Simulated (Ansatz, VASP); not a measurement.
## One calculation of MoH6, two programs

```
H Mo
1.0
     1.90065    1.09734    3.09929
    -1.90065    1.09734    3.09929
     0.00000   -2.19469    3.09929
H Mo
6 1
Cartesian
  0.0000 1.0973 3.0993
  -0.9503 -0.5487 3.0993
  0.9503 -0.5487 3.0993
  0.0000 -1.0973 1.5496
  0.9503 0.5487 1.5496
  -0.9503 0.5487 1.5496
  0.0000 0.0000 4.6489
```

Alike in both runs: functional PBE; k mesh 4 × 4 × 4; occupations gaussian, width 0.15 eV; no spin polarisation.

Ansatz relaxed the structure, and its values are those at the end. VASP's run is a single point on that final structure, the one shown.

|  | VASP | Ansatz |
| --- | --- | --- |
| version | VASP 6.6.1 | Ansatz 0.2.0 |
| potentials or method | VASP PAW PBE potentials, release 64 (H, Mo_sv), cutoff 500 eV | scalar-relativistic, plane waves, PAW |
| valence electrons in the cell | 20 | 20 |

```tsv
	VASP	Ansatz	Ansatz less VASP
gap on the k mesh at the Fermi level (eV)	none	none	-
pressure (GPa)	-0.1	0.0	+0.12
```

A gap of «none» marks a metal or a gap that the smearing closes.

The k mesh is coarse, so the values compare programs but aren't converged.
